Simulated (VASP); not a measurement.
# Ir: single point with LDA

Ir:

```
CELL_PARAMETERS angstrom
0.00000 2.20364 1.38653
2.20364 0.00000 1.38653
2.20364 2.20364 0.00000
ATOMIC_POSITIONS crystal
Ir 0.00000 0.00000 0.00000
```

```json
{"Program": "VASP 6.6.1", "Task": "single point", "Functional": "LDA", "Potentials or basis": "VASP PAW LDA potentials, release 64 (Ir)", "Cutoff": "520 eV", "k mesh": "22 × 22 × 22", "Occupations": "gaussian, width 0.15 eV", "Spin": "no spin polarisation"}
```

| Property | Result |
| --- | --- |
| Pressure | 26.3 GPa |
| Band gap on the k mesh | zero (an odd number of electrons rules out a gap without spin polarisation) |

Stress tensor (GPa, compression positive):
```
39.33  0.00  0.00
 0.00 39.33  0.00
 0.00  0.00  0.39
```

Levels at points of the mesh, in eV from the Fermi level:
| k point | band 1 | band 2 | band 3 | band 4 | band 5 | band 6 | band 7 | band 8 | band 9 |
| --- | --- | --- | --- | --- | --- | --- | --- | --- | --- |
| (0.00, 0.00, 0.00) | -11.29 | -4.81 | -3.38 | -3.38 | -1.89 | 0.36 | 16.25 | 16.25 | 19.09 |
| (0.50, 0.00, 0.00) | -8.20 | -6.46 | -0.72 | 0.30 | 0.93 | 2.57 | 9.39 | 12.90 | 16.75 |
| (0.50, 0.50, 0.00) | -7.93 | -7.82 | 1.65 | 1.65 | 2.20 | 7.11 | 7.11 | 10.99 | 15.75 |
| (0.50, 0.00, 0.50) | -8.35 | -4.93 | -2.12 | -0.63 | -0.41 | 2.37 | 8.24 | 14.00 | 19.94 |

It took 52 s on 1 thread of Intel(R) Xeon(R) 6975P-C (Granite Rapids), on a shared host, peak memory 0.22 GiB.

Caveat: the stress differs along the axes, from 0 to 39 GPa; spin-orbit coupling is left out, which moves the levels of the heavy elements.
